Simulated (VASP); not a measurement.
Input of a VASP 6.6.1 run:

The input INCAR:

```
PREC = Accurate ; ENCUT = 520
EDIFF = 1E-8 ; ISMEAR = 0
SIGMA = 0.01 ; LREAL = False
LASPH = True ; NELM = 60
ALGO = Normal ; ISIF = 2
LWAVE = False ; LCHARG = True
GGA = PS ; NBANDS = 16
IBRION = 8 ; NSW = 1
```

The input KPOINTS:

```
regular mesh
0
Gamma
  8 8 6
```

File POSCAR:

```
AlN
1.0
    3.0703823244      0.0000000000      0.0000000000
   -1.5351911622      2.6590290923      0.0000000000
    0.0000000000      0.0000000000      4.8962218342
Al N
2 2
Direct
    0.3333333333      0.6666666667     -0.0015250836
    0.6666666667      0.3333333333      0.4984749164
    0.3333333333      0.6666666667      0.3815250836
    0.6666666667      0.3333333333      0.8815250836
```

Potentials or basis: VASP PAW PBE potentials, release 64 (Al, N).

The run is started by

```console
$ cat potpaw_PBE.64/Al/POTCAR potpaw_PBE.64/N/POTCAR > POTCAR
$ mpirun -np 1 vasp_std > vasp.out
```

Task: Predict the highest phonon frequency at Γ, LO-TO splitting left out.

Result: 754 cm⁻¹.

Phonon frequencies in cm⁻¹ (negative: imaginary):
| q point | frequencies |
| --- | --- |
| (0.000, 0.000, 0.000) | 0 0 0 235 235 564 647 706 706 712 712 754 |

Caveat: the cell wasn't relaxed at this level first, which shifts response properties.
